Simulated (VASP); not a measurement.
Write the native input for VASP 6.6.1 that does the following.

```
Task                   : single point
Functional             : LDA
Potentials or basis    : VASP PAW LDA potentials, release 64 (B, N)
Cutoff                 : 520 eV
k mesh                 : 12 × 12 × 4
Occupations            : gaussian, width 0.01 eV
Spin                   : no spin polarisation
Dipole correction      : no
Further INCAR settings : ALGO = Normal; EDIFF = 1e-06; NBANDS = 16
```

The structure of BN (hexagonal boron nitride) lies in POSCAR:

```
BN
1.0
    2.4890389570      0.0000000000      0.0000000000
   -1.2445194785      2.1555709678      0.0000000000
    0.0000000000      0.0000000000      6.4926034150
B N
2 2
Direct
    0.3333333333      0.6666666667      0.2500000000
    0.6666666667      0.3333333333      0.7500000000
    0.6666666667      0.3333333333      0.2500000000
    0.3333333333      0.6666666667      0.7500000000
```

These files were run (other wordings do the same):

INCAR

```
SYSTEM = BN
  PREC = Accurate
  ENCUT = 520
  EDIFF = 1E-6
  ISMEAR = 0
  SIGMA = 0.01
  LREAL = .FALSE.
  LASPH = .TRUE.
  NELM = 100
  ALGO = Normal
  ISIF = 2
  LWAVE = .FALSE.
  LCHARG = .FALSE.
  GGA = CA
  NBANDS = 16
```

KPOINTS

```
regular mesh
0
G
  12 12 4
  0 0 0
```

Potentials or basis: VASP PAW LDA potentials, release 64 (B, N).

Command:

```sh
$ cat potpaw_LDA.64/B/POTCAR potpaw_LDA.64/N/POTCAR > POTCAR
$ mpirun -np 1 vasp_std > vasp.out
```

Results of the run:

| Item | Value |
| --- | --- |
| Pressure | 0.4 GPa |
| Band gap on the k mesh | 4.05 eV, indirect (least direct gap 4.47 eV) |

Wall time 41 s on 1 thread of Intel Xeon 8259CL, with other jobs on the host, peak memory 0.14 GiB.
